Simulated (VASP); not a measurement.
# GaN: single point with HSE06

GaN:

```
Ga N
1.0
     0.00000    2.10433    2.10433
     2.10433    0.00000    2.10433
     2.10433    2.10433    0.00000
Ga N
1 1
Direct
  0.50000 0.50000 0.50000
  0.00000 0.00000 0.00000
```

```json
{
  "Program": "VASP 6.6.1",
  "Task": "single point",
  "Functional": "HSE06",
  "Potentials or basis": "VASP PAW PBE potentials, release 64 (Ga_d, N)",
  "Cutoff": "520 eV",
  "k mesh": "6 × 6 × 6",
  "Occupations": "fermi-dirac, width 0.02 eV",
  "Spin": "no spin polarisation"
}
```

```
Pressure               : 1.0 GPa
Band gap on the k mesh : 1.93 eV (least direct gap 4.24 eV)
```

Levels at points of the mesh, in eV from the valence-band top:
```
           k point  band 5  band 6  band 7  band 8  band 9  band 10  band 11  band 12  band 13  band 14
(0.00, 0.00, 0.00)  -16.22  -16.22   -0.54   -0.54   -0.54     3.70    16.21    16.21    16.21    18.00
(0.50, 0.00, 0.00)  -16.05  -15.72   -9.01   -0.22   -0.22     6.00    10.68    10.68    11.69    18.17
(0.50, 0.50, 0.00)  -15.98  -12.61   -7.83   -3.33   -3.33     1.93     8.95    14.11    16.83    16.83
```

Run time: 33 min on 1 thread of AMD EPYC 7R13, with other jobs on the host, peak memory 0.26 GiB.

Caveat: the k points lie up to 0.43 Å⁻¹ apart; the PAW data sets were made with another functional, which shifts forces and pressure a little. A k mesh can miss the band edges.
